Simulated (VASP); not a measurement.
Here is a VASP 6.6.1 calculation.

INCAR

```
SYSTEM = MgO
PREC = Accurate
ENCUT = 600
EDIFF = 1E-7
ISMEAR = -1
SIGMA = 0.05
LREAL = .False.
LASPH = .True.
NELM = 60
ALGO = Normal
ISIF = 3
LWAVE = .False.
LCHARG = .False.
GGA = PS
IBRION = 2
NSW = 60
EDIFFG = -0.01
PSTRESS = 300.0
```

Contents of KPOINTS:

```
regular mesh
0
Gamma
  11 11 11
  0 0 0
```

POSCAR

```
MgO
1.0
    0.0000000000      2.0970013927      2.0970013927
    2.0970013927      0.0000000000      2.0970013927
    2.0970013927      2.0970013927      0.0000000000
Mg O
1 1
Direct
    0.0000000000      0.0000000000      0.0000000000
    0.5000000000      0.5000000000      0.5000000000
```

Potentials or basis: VASP PAW PBE potentials, release 64 (Mg, O).

The run is started by

```sh
$ cat potpaw_PBE.64/Mg/POTCAR potpaw_PBE.64/O/POTCAR > POTCAR
$ mpirun -np 1 vasp_std > vasp.out
```

Question: Predict the relaxed volume.

Answer: 8.10 Å³/atom.

Question: Estimate the band gap on the k mesh.

Answer: 6.14 eV.

Question: Estimate the space group after relaxing (to 0.1 Å).

Answer: Fm-3m (No. 225).

The path:
```tsv
step	energy change (eV)	largest force (eV/Å)	pressure (GPa)	volume (Å³)
1	0.0000	0.0000	1.63	18.44
2	0.7401	0.0000	70.64	14.42
3	0.1926	0.0000	29.32	16.24
4	0.2004	0.0000	30.05	16.20
```

Caveat: the cell is relaxed towards a set pressure, so the run minimises the enthalpy, not the energy; the PAW data sets were made with another functional, which shifts forces and pressure a little.
